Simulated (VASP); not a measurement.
# MgH2 (Fm-3m) in VASP: a series of runs

The runs below take MgH2 through single point, relaxation of cell and atoms, with r2SCAN.

Everything below comes from runs of VASP 6.6.1. Logs are shortened: lines on timing, memory, paths and dates and some standing lists are left out, and cuts for length are marked.

## (1) The cell of the first run

It takes space group Fm-3m (No. 225, cubic). The conventional cell has a = 4.782 Å, b = 4.782 Å, c = 4.782 Å, α = 90.00°, β = 90.00°, γ = 90.00°. Within 2.7 Å of Mg (site symmetry m-3m) lie 8 H at 2.07 Å. Within 2.7 Å of H (site symmetry -43m) lie 4 Mg at 2.07 Å and 6 H at 2.39 Å.

## (2) Single point, r2SCAN

POSCAR

```
MgH2
1.0
    0.0000000000      2.3911050704      2.3911050704
    2.3911050704      0.0000000000      2.3911050704
    2.3911050704      2.3911050704      0.0000000000
Mg H
1 2
Direct
    0.0000000000      0.0000000000      0.0000000000
    0.7500000000      0.7500000000      0.7500000000
    0.2500000000      0.2500000000      0.2500000000
```

INCAR.step1

```
  ALGO = Normal
  EDIFF = 1E-4
  ENCUT = 520
  GGA = PE
  ISMEAR = -1
  LASPH = T
  LCHARG = F
  LREAL = F
  LWAVE = T
  NBANDS = 9
  NELM = 60
  PREC = Accurate
  SIGMA = 0.1
```

INCAR.step2

```
  ALGO = Normal
  EDIFF = 1E-6
  ENCUT = 520
  ISIF = 2
  ISMEAR = -1
  ISTART = 1
  LASPH = T
  LCHARG = T
  LELF = T
  LMIXTAU = T
  LREAL = F
  LVHAR = T
  LWAVE = F
  METAGGA = R2SCAN
  NBANDS = 9
  NELM = 60
  PREC = Accurate
  SIGMA = 0.1
```

KPOINTS

```
k-points
0
Gamma
  6 6 6
```

Potentials or basis: VASP PAW PBE potentials, release 64 (Mg, H).

On the command line:

```
cat potpaw_PBE.64/Mg/POTCAR potpaw_PBE.64/H/POTCAR > POTCAR
cp INCAR.step1 INCAR
mpirun -np 1 vasp_std > vasp.out
cp INCAR.step2 INCAR
mpirun -np 1 vasp_std > vasp.out
```

OUTCAR:

```text
EDIFF = 1E-6
   ENCUT = 520
   ISIF = 2
   ISMEAR = -1
   ISTART = 1
   LASPH = T
   LREAL = F
   METAGGA = R2SCAN
   NELM = 60
   PREC = Accurate

 ion  position               nearest neighbor table
   1  0.000  0.000  0.000-   2 2.07   2 2.07   2 2.07   2 2.07   3 2.07   3 2.07   3 2.07   3 2.07

   2  0.750  0.750  0.750-   1 2.07   1 2.07   1 2.07   1 2.07
   3  0.250  0.250  0.250-   1 2.07   1 2.07   1 2.07   1 2.07

  LATTYP: Found a face centered cubic cell.
 ALAT       =     4.7822101408

  Lattice vectors:

 A1 = (   0.0000000000,   2.3911050704,   2.3911050704)
 A2 = (   2.3911050704,   0.0000000000,   2.3911050704)
 A3 = (   2.3911050704,   2.3911050704,   0.0000000000)

Analysis of symmetry for initial positions (statically):
=====================================================================
 Subroutine PRICEL returns:
 Original cell was already a primitive cell.

 Routine SETGRP: Setting up the symmetry group for a
 face centered cubic supercell.

 Subroutine GETGRP returns: Found 48 space group operations
 (whereof 48 operations were pure point group operations)
 out of a pool of 48 trial point group operations.

The static configuration has the point symmetry O_h .

Analysis of symmetry for dynamics (positions and initial velocities):
=====================================================================
 Subroutine PRICEL returns:
 Original cell was already a primitive cell.

 Routine SETGRP: Setting up the symmetry group for a
 face centered cubic supercell.

 Subroutine GETGRP returns: Found 48 space group operations
 (whereof 48 operations were pure point group operations)
 out of a pool of 48 trial point group operations.

The dynamic configuration has the point symmetry O_h .

 Subroutine INISYM returns: Found 48 space group operations
 (whereof 48 operations are pure point group operations),
 and found     1 'primitive' translations

----------------------------------------------------------------------------------------

                                     Primitive cell

  volume of cell :      27.3417

  direct lattice vectors                    reciprocal lattice vectors
     0.000000000  2.391105070  2.391105070    -0.209108335  0.209108335  0.209108335
     2.391105070  0.000000000  2.391105070     0.209108335 -0.209108335  0.209108335
     2.391105070  2.391105070  0.000000000     0.209108335  0.209108335 -0.209108335

  length of vectors
     3.381533220  3.381533220  3.381533220     0.362186260  0.362186260  0.362186260

  position of ions in fractional coordinates (direct lattice)
     0.000000000  0.000000000  0.000000000
     0.750000000  0.750000000  0.750000000
     0.250000000  0.250000000  0.250000000

  ion indices of the primitive-cell ions
   primitive index   ion index
                 1           1
                 2           2
                 3           3

----------------------------------------------------------------------------------------

 KPOINTS: k-points

Automatic generation of k-mesh.
 Grid dimensions read from file:
 generate k-points for:    6    6    6

 Generating k-lattice:

  Cartesian coordinates                     Fractional coordinates (reciprocal lattice)
    -0.034851389  0.034851389  0.034851389     0.166666667  0.000000000  0.000000000
     0.034851389 -0.034851389  0.034851389     0.000000000  0.166666667  0.000000000
     0.034851389  0.034851389 -0.034851389     0.000000000  0.000000000  0.166666667

  Length of vectors
     0.060364377  0.060364377  0.060364377

  Shift w.r.t. Gamma in fractional coordinates (k-lattice)
     0.000000000  0.000000000  0.000000000

 Subroutine IBZKPT returns following result:
 ===========================================

 Found     16 irreducible k-points:

 Following reciprocal coordinates:
            Coordinates               Weight
  0.000000  0.000000  0.000000      1.000000
  0.166667  0.000000  0.000000      8.000000
  0.333333  0.000000  0.000000      8.000000
  0.500000  0.000000  0.000000      4.000000
  0.166667  0.166667  0.000000      6.000000
  0.333333  0.166667  0.000000     24.000000
[... 8 lines left out ...]
 -0.333333  0.333333  0.166667     24.000000
 -0.333333  0.500000  0.166667     12.000000
   k-points           NKPTS =     16   k-points in BZ     NKDIM =     16   number of bands    NBANDS=      9
   number of dos      NEDOS =    301   number of ions     NIONS =      3
   total plane-waves  NPLWV =  21952
   dimension x,y,z NGX =    28 NGY =   28 NGZ =   28
   dimension x,y,z NGXF=    56 NGYF=   56 NGZF=   56
   ions per type =               1   2
   NGX,Y,Z   is equivalent  to a cutoff of  13.77, 13.77, 13.77 a.u.
   NGXF,Y,Z  is equivalent  to a cutoff of  27.53, 27.53, 27.53 a.u.
 SYSTEM =  unknown system
   PREC   = accura    normal or accurate (medium, high low for compatibility)
   ISTART =      1    job   : 0-new  1-cont  2-samecut
   ICHARG =      0    charge: 1-file 2-atom 10-const
   ISPIN  =      1    spin polarized calculation?
   LNONCOLLINEAR =      F non collinear calculations
   LSORBIT =      F    spin-orbit coupling
   LASPH  =      T    aspherical Exc in radial PAW
   ENCUT  =  520.0 eV  38.22 Ry    6.18 a.u.   6.29  6.29  6.29*2*pi/ulx,y,z
   NELM   =     60;   NELMIN=  2; NELMDL=  0     # of ELM steps
   EDIFF  = 0.1E-05   stopping-criterion for ELM
   LREAL  =      F    real-space projection
   EDIFFG = 0.1E-04   stopping-criterion for IOM
   NSW    =      0    number of steps for IOM
   IBRION =     -1    ionic relax: 0-MD 1-quasi-New 2-CG
   NFREE  =      0    steps in history (QN), initial steepest desc. (CG)
   ISIF   =      2    stress and relaxation
   ISYM   =      2    0-nonsym 1-usesym 2-fastsym
   POTIM  = 0.5000    time-step for ionic-motion
   TEBEG  =    0.0;   TEEND  =   0.0 temperature during run
   PSTRESS=    0.0 pullay stress
   NELECT =       4.0000    total number of electrons
   NUPDOWN=      -1.0000    fix difference up-down
   EMIN   =  10.00;   EMAX   =-10.00  energy-range for DOS
   EFERMI =   0.00;   METHOD = LEGACY
   ISMEAR =    -1;   SIGMA  =   0.10  broadening in eV -4-tet -1-fermi 0-gaus
   EFERMI_NEDOS =   21; number of points for ismear=-14 and -15
   IALGO  =     38    algorithm
   IMIX   =      4    mixing-type and parameters
     AMIX     =   0.40;   BMIX     =  1.00
     AMIX_MAG =   1.60;   BMIX_MAG =  1.00
  volume/ion in A,a.u.               =       9.11        61.50
  Fermi-wavevector in a.u.,A,eV,Ry     =   0.862620  1.630115 10.124275  0.744113
  Thomas-Fermi vector in A             =   1.980449
   LORBIT       =      0    0 simple, 1 ext, 2 COOP (PROOUT), +10 PAW based schemes
   METAGGA = R2SCAN    functional components
   LHFCALC =     F    Hartree Fock is set to
   AEXX    =    0.0000 exact exchange contribution
   IVDW    =     0    specifies the selected vdW correction
   LEPSILON=     F    determine dielectric tensor
   LRPA    =     F    only Hartree local field effects (RPA)
 non-spin polarized calculation
  energy-cutoff  :      520.00
  volume of cell :       27.34
 maximum number of plane-waves:       754
 NGX is ok and might be reduce to    28
   NGX = 13   NGY = 13   NGZ = 13

 number of electron       4.0000000 magnetization

 Free energy of the ion-electron system (eV)
  ---------------------------------------------------
  ext. energy  EPLUGINS =         0.00000000
  ---------------------------------------------------
  free energy    TOTEN  =       -11.51941484 eV

  energy without entropy =      -11.51515337  energy(sigma->0) =      -11.51728410

 E-fermi :   2.8213     XC(G=0):  -9.2279

 val. band max:        2.8100085056   @ k =   0.5000   0.5000   0.0000
 cond. band min:       3.5255629172   @ k =  -0.3333   0.5000   0.1667
 fundamental gap:      0.7155544116
 Fermi energy:         2.8212810396

 k-point     1 :       0.0000    0.0000    0.0000
  band No.  band energies     occupation
      1      -7.4040      2.00000
      2       3.6675      0.00042
      3      12.5375      0.00000
      4      12.5376      0.00000
      5      12.5376      0.00000
      6      15.6047      0.00000
      7      15.6047      0.00000
      8      15.6047      0.00000
      9      16.2209      0.00000

 k-point     2 :       0.1667    0.0000    0.0000
  band No.  band energies     occupation
      1      -6.8877      2.00000
      2       2.5312      1.89575
      3      10.9997      0.00000
      4      12.0682      0.00000
      5      12.0682      0.00000
      6      14.3634      0.00000
      7      16.4100      0.00000
      8      16.4100      0.00000
      9      17.3580      0.00000

 k-point     3 :       0.3333    0.0000    0.0000
  band No.  band energies     occupation
      1      -5.3805      2.00000
      2      -0.1336      2.00000
      3       9.9553      0.00000
      4      11.8238      0.00000
      5      11.8238      0.00000
      6      11.9911      0.00000
      7      14.0161      0.00000
      8      14.0161      0.00000
      9      20.3989      0.00000

 k-point     4 :       0.5000    0.0000    0.0000
  band No.  band energies     occupation
      1      -3.0605      2.00000
      2      -2.9834      2.00000
      3      10.0568      0.00000
      4      10.7075      0.00000
      5      12.3518      0.00000
      6      12.3518      0.00000
      7      12.5247      0.00000
      8      12.5247      0.00000
      9      23.5991      0.00000
[... 109 lines left out ...]
 k-point    14 :       0.5000    0.3333    0.1667
  band No.  band energies     occupation
      1      -4.1868      2.00000
      2      -0.3707      2.00000
      3       6.1602      0.00000
      4       6.7593      0.00000
      5      11.1541      0.00000
      6      14.4270      0.00000
      7      15.6850      0.00000
      8      19.1405      0.00000
      9      21.2508      0.00000

 k-point    15 :      -0.3333    0.3333    0.1667
  band No.  band energies     occupation
      1      -2.2284      2.00000
      2      -2.2100      2.00000
      3       5.2003      0.00000
      4       5.7880      0.00000
      5      12.6356      0.00000
      6      12.6779      0.00000
      7      18.0545      0.00000
      8      19.0386      0.00000
      9      21.3155      0.00000

 k-point    16 :      -0.3333    0.5000    0.1667
  band No.  band energies     occupation
      1      -2.5605      2.00000
      2      -0.9724      2.00000
      3       3.5256      0.00175
      4       5.7113      0.00000
      5      10.5381      0.00000
      6      14.9486      0.00000
      7      16.0713      0.00000
      8      20.8724      0.00000
      9      24.3175      0.00000

------------------------ aborting loop because EDIFF is reached ----------------------------------------

  FORCE on cell =-STRESS in cart. coord.  units (eV):
  Direction    XX          YY          ZZ          XY          YZ          ZX
  --------------------------------------------------------------------------------------
  -------------------------------------------------------------------------------------
  Total       -0.4436480     -0.4436480     -0.4436480      0.0000000     -0.0000000      0.0000000
  in kB      -25.9969953    -25.9969953    -25.9969953      0.0000000     -0.0000000      0.0000000
  external PRESSURE =     -25.9969953 kB  Pullay stress =       0.0000000 kB

 VOLUME and BASIS-vectors are now :
 -----------------------------------------------------------------------------
  energy-cutoff  :      520.00
  volume of cell :       27.34
      direct lattice vectors                 reciprocal lattice vectors
     0.000000000  2.391105070  2.391105070    -0.209108335  0.209108335  0.209108335
     2.391105070  0.000000000  2.391105070     0.209108335 -0.209108335  0.209108335
     2.391105070  2.391105070  0.000000000     0.209108335  0.209108335 -0.209108335

 POSITION                                       TOTAL-FORCE (eV/Angst)
 -----------------------------------------------------------------------------------
      0.00000      0.00000      0.00000         0.000000     -0.000000      0.000000
      3.58666      3.58666      3.58666        -0.000000     -0.000000      0.000000
      1.19555      1.19555      1.19555         0.000000      0.000000     -0.000000
 -----------------------------------------------------------------------------------
    total drift:                                0.000000      0.000000      0.000000

  FREE ENERGIE OF THE ION-ELECTRON SYSTEM (eV)
  ---------------------------------------------------
  free  energy   TOTEN  =       -11.5194148366 eV

  energy  without entropy=      -11.5151533677  energy(sigma->0) =      -11.51728410
```

Wall time 13 s (1 thread of Intel Xeon 6975P-C (Granite Rapids), shared host); peak memory 0.16 GiB.

Results:

* Free energy: -11.5194 eV
* Pressure: -2.6 GPa
* Band gap on the k mesh: zero (band 2 reaches 3.67 eV, above the bottom of band 3 at 2.81 eV)

Caveat: the k points lie up to 0.38 Å⁻¹ apart; the PAW data sets were made with another functional, which shifts forces and pressure a little.

[end of part 1 of 2]
